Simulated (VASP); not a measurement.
# As (R-3m) in VASP: further runs

As is run at these levels: PBE+D3(BJ); tasks: single point.

Everything below comes from runs of VASP 6.6.1. Logs are shortened: lines on timing, memory, paths and dates and some standing lists are left out, and cuts for length are marked.

### Step 1. The cell of the first run

The structure is trigonal, space group R-3m (No. 166). The conventional cell has a = 3.762 Å, b = 3.762 Å, c = 10.542 Å, α = 90.00°, β = 90.00°, γ = 120.00°. As (site symmetry 3m) has 6 As at 2.51 to 3.14 Å within 3.3 Å.

### Step 2. Single point, PBE+D3(BJ)

File INCAR:

```
PREC = Accurate ; ENCUT = 520
EDIFF = 1E-6 ; ISMEAR = 0
SIGMA = 0.1 ; LREAL = F
LASPH = T ; NELM = 80
ALGO = Normal ; ISIF = 2
LWAVE = F ; LCHARG = F
GGA = PE ; IVDW = 12
NBANDS = 12
```

File KPOINTS:

```
regular mesh
0
Gamma
  15 15 15
```

File POSCAR:

```
As
1.0
    1.8807968987      1.0858785957      3.5140619945
   -1.8807968987      1.0858785957      3.5140619945
    0.0000000000     -2.1717571915      3.5140619945
As
2
Direct
    0.7740000000      0.7740000000      0.7740000000
    0.2260000000      0.2260000000      0.2260000000
```

Potentials or basis: VASP PAW PBE potentials, release 64 (As).

On the command line:

```
$ cat potpaw_PBE.64/As/POTCAR > POTCAR
$ mpirun -np 1 vasp_std > vasp.out
```

OUTCAR:

```text
PREC = Accurate
   ENCUT = 520
   EDIFF = 1E-6
   ISMEAR = 0
   LREAL = F
   LASPH = T
   NELM = 80
   ISIF = 2
   GGA = PE
   IVDW = 12
 IVDW          = 12

 ion  position               nearest neighbor table
   1  0.774  0.774  0.774-   2 2.51   2 2.51   2 2.51
   2  0.226  0.226  0.226-   1 2.51   1 2.51   1 2.51

  LATTYP: Found a trigonal (rhomboedric) cell.
 ALAT       =     4.1310000000
 COS(alpha) =     0.5854247172

  Lattice vectors:

 A1 = (   1.8807968987,   1.0858785957,   3.5140619945)
 A2 = (  -1.8807968987,   1.0858785957,   3.5140619945)
 A3 = (   0.0000000000,  -2.1717571915,   3.5140619945)

Analysis of symmetry for initial positions (statically):
=====================================================================
 Subroutine PRICEL returns:
 Original cell was already a primitive cell.

 Routine SETGRP: Setting up the symmetry group for a
 trigonal (rhombohedral) supercell.

 Subroutine GETGRP returns: Found 12 space group operations
 (whereof 12 operations were pure point group operations)
 out of a pool of 12 trial point group operations.

The static configuration has the point symmetry D_3d.

Analysis of symmetry for dynamics (positions and initial velocities):
=====================================================================
 Subroutine PRICEL returns:
 Original cell was already a primitive cell.

 Routine SETGRP: Setting up the symmetry group for a
 trigonal (rhombohedral) supercell.

 Subroutine GETGRP returns: Found 12 space group operations
 (whereof 12 operations were pure point group operations)
 out of a pool of 12 trial point group operations.

The dynamic configuration has the point symmetry D_3d.

 Subroutine INISYM returns: Found 12 space group operations
 (whereof 12 operations are pure point group operations),
 and found     1 'primitive' translations

----------------------------------------------------------------------------------------

                                     Primitive cell

  volume of cell :      43.0610

  direct lattice vectors                    reciprocal lattice vectors
     1.880796899  1.085878596  3.514061995     0.265844760  0.153485544  0.094856987
    -1.880796899  1.085878596  3.514061995    -0.265844760  0.153485544  0.094856987
     0.000000000 -2.171757191  3.514061995     0.000000000 -0.306971087  0.094856987

  length of vectors
     4.131000000  4.131000000  4.131000000     0.321292852  0.321292852  0.321292852

  position of ions in fractional coordinates (direct lattice)
     0.774000000  0.774000000  0.774000000
     0.226000000  0.226000000  0.226000000

  ion indices of the primitive-cell ions
   primitive index   ion index
                 1           1
                 2           2

----------------------------------------------------------------------------------------

 KPOINTS: regular mesh

Automatic generation of k-mesh.
 Grid dimensions read from file:
 generate k-points for:   15   15   15

 Generating k-lattice:

  Cartesian coordinates                     Fractional coordinates (reciprocal lattice)
     0.017722984  0.010232370  0.006323799     0.066666667  0.000000000  0.000000000
    -0.017722984  0.010232370  0.006323799     0.000000000  0.066666667  0.000000000
     0.000000000 -0.020464739  0.006323799     0.000000000  0.000000000  0.066666667

  Length of vectors
     0.021419523  0.021419523  0.021419523

  Shift w.r.t. Gamma in fractional coordinates (k-lattice)
     0.000000000  0.000000000  0.000000000

 Subroutine IBZKPT returns following result:
 ===========================================

 Found    344 irreducible k-points:

 Following reciprocal coordinates:
            Coordinates               Weight
  0.000000  0.000000  0.000000      1.000000
  0.066667  0.000000 -0.000000      6.000000
  0.133333 -0.000000  0.000000      6.000000
  0.200000  0.000000  0.000000      6.000000
  0.266667 -0.000000  0.000000      6.000000
  0.333333  0.000000 -0.000000      6.000000
[... 16 lines left out ...]
  0.133333  0.133333 -0.000000      6.000000
  0.200000  0.133333 -0.000000     12.000000
 [... further k-points ...]
   k-points           NKPTS =    344   k-points in BZ     NKDIM =    344   number of bands    NBANDS=     12
   number of dos      NEDOS =    301   number of ions     NIONS =      2
   total plane-waves  NPLWV =  32768
   dimension x,y,z NGX =    32 NGY =   32 NGZ =   32
   dimension x,y,z NGXF=    64 NGYF=   64 NGZF=   64
   ions per type =               2
   NGX,Y,Z   is equivalent  to a cutoff of  12.88, 12.88, 12.88 a.u.
   NGXF,Y,Z  is equivalent  to a cutoff of  25.76, 25.76, 25.76 a.u.
 SYSTEM =  unknown system
   PREC   = accura    normal or accurate (medium, high low for compatibility)
   ISTART =      0    job   : 0-new  1-cont  2-samecut
   ICHARG =      2    charge: 1-file 2-atom 10-const
   ISPIN  =      1    spin polarized calculation?
   LNONCOLLINEAR =      F non collinear calculations
   LSORBIT =      F    spin-orbit coupling
   LASPH  =      T    aspherical Exc in radial PAW
   ENCUT  =  520.0 eV  38.22 Ry    6.18 a.u.   7.68  7.68  7.68*2*pi/ulx,y,z
   NELM   =     80;   NELMIN=  2; NELMDL= -5     # of ELM steps
   EDIFF  = 0.1E-05   stopping-criterion for ELM
   LREAL  =      F    real-space projection
   EDIFFG = 0.1E-04   stopping-criterion for IOM
   NSW    =      0    number of steps for IOM
   IBRION =     -1    ionic relax: 0-MD 1-quasi-New 2-CG
   NFREE  =      0    steps in history (QN), initial steepest desc. (CG)
   ISIF   =      2    stress and relaxation
   ISYM   =      2    0-nonsym 1-usesym 2-fastsym
   POTIM  = 0.5000    time-step for ionic-motion
   TEBEG  =    0.0;   TEEND  =   0.0 temperature during run
   PSTRESS=    0.0 pullay stress
   NELECT =      10.0000    total number of electrons
   NUPDOWN=      -1.0000    fix difference up-down
   EMIN   =  10.00;   EMAX   =-10.00  energy-range for DOS
   EFERMI =   0.00;   METHOD = LEGACY
   ISMEAR =     0;   SIGMA  =   0.10  broadening in eV -4-tet -1-fermi 0-gaus
   EFERMI_NEDOS =   21; number of points for ismear=-14 and -15
   IALGO  =     38    algorithm
   IMIX   =      4    mixing-type and parameters
     AMIX     =   0.40;   BMIX     =  1.00
     AMIX_MAG =   1.60;   BMIX_MAG =  1.00
  volume/ion in A,a.u.               =      21.53       145.29
  Fermi-wavevector in a.u.,A,eV,Ry     =   1.006268  1.901570 13.776916  1.012575
  Thomas-Fermi vector in A             =   2.138999
   LORBIT       =      0    0 simple, 1 ext, 2 COOP (PROOUT), +10 PAW based schemes
   GGA     = PE    functional components
   LHFCALC =     F    Hartree Fock is set to
   AEXX    =    0.0000 exact exchange contribution
   IVDW    =    12    specifies the selected vdW correction
   LEPSILON=     F    determine dielectric tensor
   LRPA    =     F    only Hartree local field effects (RPA)
 non-spin polarized calculation
 Gauss-broadening in eV      SIGMA  =   0.10
  energy-cutoff  :      520.00
  volume of cell :       43.06
 maximum number of plane-waves:      1172
   NGX = 15   NGY = 15   NGZ = 15

 number of electron      10.0000000 magnetization

 Free energy of the ion-electron system (eV)
  ---------------------------------------------------
  ext. energy  EPLUGINS =         0.00000000
  ---------------------------------------------------
  free energy    TOTEN  =        -9.31195166 eV

  energy without entropy =       -9.31105406  energy(sigma->0) =       -9.31150286

 E-fermi :   5.5465     XC(G=0):  -9.9627

 val. band max:        5.5409852285   @ k =   0.4000   0.2000   0.2000
 cond. band min:       5.6310013796   @ k =   0.4000   0.0000  -0.0000
 fundamental gap:      0.0900161512
 Fermi energy:         5.5464708013

 k-point     1 :       0.0000    0.0000    0.0000
  band No.  band energies     occupation
      1      -9.6060      2.00000
      2      -0.3189      2.00000
      3       2.9902      2.00000
      4       3.4199      2.00000
      5       3.4199      2.00000
      6       7.0476      0.00000
      7       8.3621      0.00000
      8       8.3621      0.00000
      9      12.3462      0.00000
     10      12.3462      0.00000
     11      12.8719      0.00000
     12      14.2453      0.00000

 k-point     2 :       0.0667    0.0000   -0.0000
  band No.  band energies     occupation
      1      -9.5464      2.00000
      2      -0.5362      2.00000
      3       3.0230      2.00000
      4       3.3717      2.00000
      5       3.3732      2.00000
      6       7.1966      0.00000
      7       8.2330      0.00000
      8       8.3290      0.00000
      9      11.8803      0.00000
     10      12.2353      0.00000
     11      12.4545      0.00000
     12      14.6826      0.00000

 k-point     3 :       0.1333   -0.0000    0.0000
  band No.  band energies     occupation
      1      -9.3682      2.00000
      2      -1.1228      2.00000
      3       2.9341      2.00000
      4       3.2434      2.00000
      5       3.4749      2.00000
      6       7.3310      0.00000
      7       8.0096      0.00000
      8       8.1918      0.00000
      9      11.2441      0.00000
     10      12.0493      0.00000
     11      12.2343      0.00000
     12      15.6139      0.00000
[... 286 lines left out ...]
 k-point    23 :       0.1333    0.1333   -0.0000
  band No.  band energies     occupation
      1      -9.3187      2.00000
      2      -1.2386      2.00000
      3       2.4153      2.00000
      4       2.9314      2.00000
      5       4.2978      2.00000
      6       6.9753      0.00000
      7       7.6128      0.00000
      8       8.8560      0.00000
      9      11.3007      0.00000
     10      12.4821      0.00000
     11      12.9083      0.00000
     12      14.8547      0.00000

 k-point    24 :       0.2000    0.1333   -0.0000
  band No.  band energies     occupation
      1      -9.1184      2.00000
      2      -1.7076      2.00000
      3       2.1129      2.00000
      4       2.6992      2.00000
      5       4.4608      2.00000
      6       6.7331      0.00000
      7       7.7849      0.00000
      8       8.9007      0.00000
      9      11.0164      0.00000
     10      12.5248      0.00000
     11      13.4752      0.00000
     12      15.0254      0.00000

 [... further k-points ...]

------------------------ aborting loop because EDIFF is reached ----------------------------------------

 Edisp (eV)   -0.83946

 E8    (eV) :    -0.3557

  FORCE on cell =-STRESS in cart. coord.  units (eV):
  Direction    XX          YY          ZZ          XY          YZ          ZX
  --------------------------------------------------------------------------------------
  -------------------------------------------------------------------------------------
  Total       0.32932     0.32932     0.08521     0.00000    -0.00000     0.00000
  in kB      12.25304    12.25304     3.17025     0.00000    -0.00000     0.00000
  external pressure =        9.23 kB  Pullay stress =        0.00 kB

 VOLUME and BASIS-vectors are now :
 -----------------------------------------------------------------------------
  energy-cutoff  :      520.00
  volume of cell :       43.06
      direct lattice vectors                 reciprocal lattice vectors
     1.880796899  1.085878596  3.514061995     0.265844760  0.153485544  0.094856987
    -1.880796899  1.085878596  3.514061995    -0.265844760  0.153485544  0.094856987
     0.000000000 -2.171757191  3.514061995     0.000000000 -0.306971087  0.094856987

 POSITION                                       TOTAL-FORCE (eV/Angst)
 -----------------------------------------------------------------------------------
      0.00000     -0.00000      8.15965         0.000000      0.000000     -0.484504
      0.00000     -0.00000      2.38253         0.000000     -0.000000      0.484504
 -----------------------------------------------------------------------------------
    total drift:                               -0.000000     -0.000000      0.000000

  FREE ENERGIE OF THE ION-ELECTRON SYSTEM (eV)
  ---------------------------------------------------
  free  energy   TOTEN  =       -10.1514087483 eV

  energy  without entropy=      -10.1505111472  energy(sigma->0) =      -10.15095995
```

It took 61 s on 1 thread of Intel Xeon 6975P-C (Granite Rapids), shared host; peak memory 0.29 GiB.

What came out:

```yaml
Free_energy: -10.1514 eV
Pressure: 0.9 GPa
Largest_force: 0.485 eV/Å
Band_gap_on_the_k_mesh: zero (band 5 reaches 5.65 eV, above the bottom of band 6 at 5.29 eV)
Dispersion_energy_per_atom: -0.420 eV
```

Forces in eV/Å, atoms in the order of the input:
```
As   0.000  0.000 -0.485
As   0.000  0.000  0.485
```

Caveat: pairwise dispersion overbinds metals, which lowers pressure and volume.

[end of part 1 of 2]
